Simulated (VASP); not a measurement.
The system is Sn.

```xyz
2
Lattice="0.0000 3.2850 3.2850 3.2850 0.0000 3.2850 3.2850 3.2850 0.0000" Properties=species:S:1:pos:R:3 pbc="T T T"
Sn    0.0000    0.0000    0.0000
Sn    1.6425    1.6425    1.6425
```

| Item | Value |
| --- | --- |
| Program | VASP 6.6.1 |
| Task | relaxation of cell and atoms |
| Functional | PBE |
| Potentials or basis | VASP PAW PBE potentials, release 64 (Sn_d) |
| Cutoff | 600 eV |
| k mesh | 12 × 12 × 12 |
| Occupations | gaussian, width 0.1 eV |
| Spin | no spin polarisation |

At the start: pressure 1.5 GPa; volume 35.45 Å³/atom.

Task: How do energy, volume and symmetry change on relaxing?

Result: Over 3 steps the energy falls by 6.2 meV/atom and the volume is 36.83 Å³/atom (+3.9 %); space group Fd-3m (No. 227, to 0.05 Å).

Step by step:
| step | energy change (eV) | largest force (eV/Å) | pressure (GPa) | volume (Å³) |
| --- | --- | --- | --- | --- |
| 1 | 0.0000 | 0.0000 | 1.49 | 70.90 |
| 2 | -0.0117 | 0.0000 | -0.32 | 74.33 |
| 3 | -0.0124 | 0.0000 | 0.00 | 73.66 |

Final structure:
```cif
data_structure
_symmetry_space_group_name_H-M 'P 1'
_symmetry_Int_Tables_number 1
_cell_length_a 4.7051
_cell_length_b 4.7051
_cell_length_c 4.7051
_cell_angle_alpha 60.000
_cell_angle_beta 60.000
_cell_angle_gamma 60.000
_cell_volume 73.66
loop_
_atom_site_label
_atom_site_type_symbol
_atom_site_fract_x
_atom_site_fract_y
_atom_site_fract_z
_atom_site_occupancy
Sn1 Sn 0.00000 0.00000 0.00000 1
Sn2 Sn 0.25000 0.25000 0.25000 1
```
